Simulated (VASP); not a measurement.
# Ag in VASP: further runs, part 2 of 2

VASP 6.6.1. The steps go on from the part before.

## 3. Single point, PBE

The input, INCAR:

```
SYSTEM = Ag
PREC     = Accurate       ! precision mode
ENCUT    = 520            ! plane-wave cutoff, eV
EDIFF    = 1E-7           ! SCF threshold, eV
ISMEAR   = 0              ! smearing method
SIGMA    = 0.1            ! smearing width, eV
LREAL    = .False.        ! projectors in reciprocal space
LASPH    = .True.         ! aspherical terms in the spheres
NELM     = 80             ! most SCF steps
ALGO     = Normal         ! electronic algorithm
ISIF     = 2              ! what is computed and relaxed
LWAVE    = .False.        ! write WAVECAR
LCHARG   = .False.        ! write CHGCAR
LDIPOL   = .True.       
IDIPOL   = 3            
DIPOL    = 0.5 0.5 0.500
GGA      = PE             ! functional
NBANDS   = 42             ! bands
```

The input, KPOINTS:

```
regular mesh
0
Gamma
  12 12 1
  0 0 0
```

The input, POSCAR:

```
Ag
1.0
    2.9355691563      0.0000000000      0.0000000000
   -1.4677845781      2.5422774639      0.0000000000
    0.0000000000      0.0000000000     26.9691657629
Ag
6
Direct
    0.0000000000      0.0000000000      0.2798641245
    0.6666666667      0.3333333333      0.3677732375
    0.3333333333      0.6666666667      0.4558372173
    0.6666666667      0.3333333333      0.5441627824
    0.3333333333      0.6666666667      0.6322267625
    0.0000000000      0.0000000000      0.7201358759
```

Potentials or basis: VASP PAW PBE potentials, release 64 (Ag).

Run with:

```console
cat potpaw_PBE.64/Ag/POTCAR > POTCAR
mpirun -np 1 vasp_std > vasp.out
```

OUTCAR:

```text
SYSTEM = Ag
   PREC = Accurate
   ENCUT = 520
   EDIFF = 1E-7
   ISMEAR = 0
   LREAL = .False.
   LASPH = .True.
   NELM = 80
   ISIF = 2
   GGA = PE

 ion  position               nearest neighbor table
   1  0.000  0.000  0.280-   2 2.91   2 2.91   2 2.91
   2  0.667  0.333  0.368-   1 2.91   1 2.91   1 2.91   3 2.92   3 2.92   3 2.92
   3  0.333  0.667  0.456-   2 2.92   2 2.92   2 2.92   4 2.92   4 2.92   4 2.92
   4  0.667  0.333  0.544-   5 2.92   5 2.92   5 2.92   3 2.92   3 2.92   3 2.92
   5  0.333  0.667  0.632-   6 2.91   6 2.91   6 2.91   4 2.92   4 2.92   4 2.92
   6  0.000  0.000  0.720-   5 2.91   5 2.91   5 2.91

  LATTYP: Found a hexagonal cell.
 ALAT       =     2.9355691563
 C/A-ratio  =     9.1870313138

  Lattice vectors:

 A1 = (   2.9355691563,   0.0000000000,   0.0000000000)
 A2 = (  -1.4677845781,   2.5422774639,   0.0000000000)
 A3 = (   0.0000000000,   0.0000000000,  26.9691657629)

Analysis of symmetry for initial positions (statically):
=====================================================================
 Subroutine PRICEL returns:
 Original cell was already a primitive cell.

 Routine SETGRP: Setting up the symmetry group for a
 hexagonal supercell.

 Subroutine GETGRP returns: Found 12 space group operations
 (whereof 12 operations were pure point group operations)
 out of a pool of 24 trial point group operations.

The static configuration has the point symmetry D_3d.

Analysis of symmetry for dynamics (positions and initial velocities):
=====================================================================
 Subroutine PRICEL returns:
 Original cell was already a primitive cell.

 Routine SETGRP: Setting up the symmetry group for a
 hexagonal supercell.

 Subroutine GETGRP returns: Found 12 space group operations
 (whereof 12 operations were pure point group operations)
 out of a pool of 24 trial point group operations.

The dynamic configuration has the point symmetry D_3d.

 Subroutine INISYM returns: Found 12 space group operations
 (whereof 12 operations are pure point group operations),
 and found     1 'primitive' translations

----------------------------------------------------------------------------------------

                                     Primitive cell

  volume of cell :     201.2717

  direct lattice vectors                    reciprocal lattice vectors
     2.935569156  0.000000000  0.000000000     0.340649444  0.196674048  0.000000000
    -1.467784578  2.542277464  0.000000000     0.000000000  0.393348096  0.000000000
     0.000000000  0.000000000 26.969165763     0.000000000  0.000000000  0.037079382

  length of vectors
     2.935569156  2.935569156 26.969165763     0.393348096  0.393348096  0.037079382

  position of ions in fractional coordinates (direct lattice)
     0.000000000  0.000000000  0.279864125
     0.666666667  0.333333333  0.367773238
     0.333333333  0.666666667  0.455837217
     0.666666667  0.333333333  0.544162782
     0.333333333  0.666666667  0.632226762
     0.000000000  0.000000000  0.720135876

  ion indices of the primitive-cell ions
   primitive index   ion index
                 1           1
                 2           2
                 3           3
                 4           4
[... 49 lines left out ...]
  0.333333  0.333333  0.000000      2.000000
   k-points           NKPTS =     19   k-points in BZ     NKDIM =     19   number of bands    NBANDS=     42
   number of dos      NEDOS =    301   number of ions     NIONS =      6
   total plane-waves  NPLWV = 120960
   dimension x,y,z NGX =    24 NGY =   24 NGZ =  210
   dimension x,y,z NGXF=    48 NGYF=   48 NGZF=  420
   ions per type =               6
   NGX,Y,Z   is equivalent  to a cutoff of  13.59, 13.59, 12.95 a.u.
   NGXF,Y,Z  is equivalent  to a cutoff of  27.18, 27.18, 25.89 a.u.
 SYSTEM =  Ag
   PREC   = accura    normal or accurate (medium, high low for compatibility)
   ISTART =      0    job   : 0-new  1-cont  2-samecut
   ICHARG =      2    charge: 1-file 2-atom 10-const
   ISPIN  =      1    spin polarized calculation?
   LNONCOLLINEAR =      F non collinear calculations
   LSORBIT =      F    spin-orbit coupling
   LASPH  =      T    aspherical Exc in radial PAW
   ENCUT  =  520.0 eV  38.22 Ry    6.18 a.u.   5.46  5.46 50.14*2*pi/ulx,y,z
   NELM   =     80;   NELMIN=  2; NELMDL= -5     # of ELM steps
   EDIFF  = 0.1E-06   stopping-criterion for ELM
   LREAL  =      F    real-space projection
   EDIFFG = 0.1E-05   stopping-criterion for IOM
   NSW    =      0    number of steps for IOM
   IBRION =     -1    ionic relax: 0-MD 1-quasi-New 2-CG
   NFREE  =      0    steps in history (QN), initial steepest desc. (CG)
   ISIF   =      2    stress and relaxation
   ISYM   =      2    0-nonsym 1-usesym 2-fastsym
   POTIM  = 0.5000    time-step for ionic-motion
   TEBEG  =    0.0;   TEEND  =   0.0 temperature during run
   PSTRESS=    0.0 pullay stress
   NELECT =      66.0000    total number of electrons
   NUPDOWN=      -1.0000    fix difference up-down
   EMIN   =  10.00;   EMAX   =-10.00  energy-range for DOS
   EFERMI =   0.00;   METHOD = LEGACY
   ISMEAR =     0;   SIGMA  =   0.10  broadening in eV -4-tet -1-fermi 0-gaus
   EFERMI_NEDOS =   21; number of points for ismear=-14 and -15
   IALGO  =     38    algorithm
   IMIX   =      4    mixing-type and parameters
     AMIX     =   0.40;   BMIX     =  1.00
     AMIX_MAG =   1.60;   BMIX_MAG =  1.00
  volume/ion in A,a.u.               =      33.55       226.37
  Fermi-wavevector in a.u.,A,eV,Ry     =   1.128917  2.133343 17.339984  1.274453
  Thomas-Fermi vector in A             =   2.265608
   LORBIT       =      0    0 simple, 1 ext, 2 COOP (PROOUT), +10 PAW based schemes
   GGA     = PE    functional components
   LHFCALC =     F    Hartree Fock is set to
   AEXX    =    0.0000 exact exchange contribution
   IVDW    =     0    specifies the selected vdW correction
   LEPSILON=     F    determine dielectric tensor
   LRPA    =     F    only Hartree local field effects (RPA)
 non-spin polarized calculation
 Gauss-broadening in eV      SIGMA  =   0.10
  energy-cutoff  :      520.00
  volume of cell :      201.27
 maximum number of plane-waves:      5537
 NGX is ok and might be reduce to    24
   NGX = 11   NGY = 11   NGZ =101

 dipolmoment           0.000000      0.000000      0.000000 electrons x Angstroem

 number of electron      66.0000024 magnetization

 dipolmoment           0.000000      0.000000     -0.000000 electrons x Angstroem

 Free energy of the ion-electron system (eV)
  ---------------------------------------------------
  ext. energy  EPLUGINS =         0.00000000
  ---------------------------------------------------
  free energy    TOTEN  =       -15.59781587 eV

  energy without entropy =      -15.58792001  energy(sigma->0) =      -15.59286794

 E-fermi :   2.1489     XC(G=0):  -6.9442

 val. band max:        2.0307543716   @ k =   0.3333   0.1667   0.0000
 cond. band min:       2.1816562488   @ k =   0.2500   0.1667   0.0000
 fundamental gap:      0.1509018771
 Fermi energy:         2.1488915797

 k-point     1 :       0.0000    0.0000    0.0000
  band No.  band energies     occupation
      1      -5.1663      2.00000
      2      -4.6803      2.00000
      3      -4.0723      2.00000
      4      -3.9697      2.00000
      5      -3.8187      2.00000
      6      -3.7596      2.00000
[... 844 lines left out ...]
     41       7.7468      0.00000
     42       7.9683      0.00000

------------------------ aborting loop because EDIFF is reached ----------------------------------------

 vacuum level on the upper side and lower side of the slab       (xc-potential included)        -0.123        -0.123

  FORCE on cell =-STRESS in cart. coord.  units (eV):
  Direction    XX          YY          ZZ          XY          YZ          ZX
  --------------------------------------------------------------------------------------
  -------------------------------------------------------------------------------------
  Total       -0.4509160     -0.4509160     -0.0912213     -0.0000000     -0.0000000     -0.0000000
  in kB       -3.5894132     -3.5894132     -0.7261464     -0.0000000     -0.0000000     -0.0000000
  external PRESSURE =      -2.6349910 kB  Pullay stress =       0.0000000 kB

 VOLUME and BASIS-vectors are now :
 -----------------------------------------------------------------------------
  energy-cutoff  :      520.00
  volume of cell :      201.27
      direct lattice vectors                 reciprocal lattice vectors
     2.935569156  0.000000000  0.000000000     0.340649444  0.196674048  0.000000000
    -1.467784578  2.542277464  0.000000000     0.000000000  0.393348096  0.000000000
     0.000000000  0.000000000 26.969165763     0.000000000  0.000000000  0.037079382

 POSITION                                       TOTAL-FORCE (eV/Angst)
 -----------------------------------------------------------------------------------
      0.00000      0.00000      7.54770         0.000000     -0.000000      0.004686
      1.46778      0.84743      9.91854        -0.000000      0.000000     -0.002800
     -0.00000      1.69485     12.29355         0.000000      0.000000      0.000263
      1.46778      0.84743     14.67562        -0.000000      0.000000     -0.000263
     -0.00000      1.69485     17.05063         0.000000     -0.000000      0.002800
      0.00000      0.00000     19.42146         0.000000      0.000000     -0.004686
 -----------------------------------------------------------------------------------
    total drift:                                0.000000     -0.000000     -0.000002

  FREE ENERGIE OF THE ION-ELECTRON SYSTEM (eV)
  ---------------------------------------------------
  free  energy   TOTEN  =       -15.5978158702 eV

  energy  without entropy=      -15.5879200082  energy(sigma->0) =      -15.59286794

 vacuum level on the upper side and lower side of the slab         6.432         6.432
```

Wall time 3.6 min (1 thread of Intel Xeon Platinum 8488C (Sapphire Rapids), shared host); peak memory 0.38 GiB.

What came out:

- Free energy: -15.5978 eV
- Largest force: 0.005 eV/Å
- Band gap on the k mesh: zero (bands 33 and 34 overlap by 6.19 eV)

Forces on the atoms (eV/Å):
```
Ag   0.000  0.000  0.005
Ag   0.000  0.000 -0.003
Ag   0.000  0.000  0.000
Ag   0.000  0.000  0.000
Ag   0.000  0.000  0.003
Ag   0.000  0.000 -0.005
```
